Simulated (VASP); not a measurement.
CuO:

```
Cu O
1.0
     3.17953    0.00000    0.00000
    -1.58977    2.75356    0.00000
     0.00000    0.00000    4.43149
Cu O
2 2
Direct
  0.00000 0.00000 0.00000
  0.00000 0.00000 0.50000
  0.33333 0.66667 0.25000
  0.66667 0.33333 0.75000
```

- Program: VASP 6.6.1
- Task: relaxation of cell and atoms
- Functional: LDA
- Potentials or basis: VASP PAW LDA potentials, release 64 (Cu, O)
- Cutoff: 600 eV
- k mesh: 8 × 8 × 5
- Occupations: fermi-dirac, width 0.05 eV
- Spin: no spin polarisation

At the start: pressure -9.6 GPa; volume 9.70 Å³/atom.

Problem. How do energy, volume and symmetry change on relaxing?

Solution. Over 7 steps the energy falls by 198.8 meV/atom and the volume is 8.91 Å³/atom (-8.1 %); space group P6_3/mmc (No. 194, to 0.1 Å) before and after.

The path:
```tsv
step	energy change (eV)	largest force (eV/Å)	pressure (GPa)	volume (Å³)
1	0.0000	0.0000	-9.59	38.80
2	-0.6884	0.0000	3.79	35.43
3	-0.7237	0.0000	10.06	34.40
4	-0.7715	0.0000	-6.49	36.72
5	-0.7929	0.0000	-1.08	35.86
6	-0.7952	0.0000	-0.32	35.70
7	-0.7954	0.0000	-0.04	35.64
```

Final structure:
```
Cu O
1.0
     2.87943    0.00000    0.00000
    -1.43971    2.49366    0.00000
     0.00000    0.00000    4.96381
Cu O
2 2
Direct
  0.00000 0.00000 0.00000
  0.00000 0.00000 0.50000
  0.33333 0.66667 0.25000
  0.66667 0.33333 0.75000
```
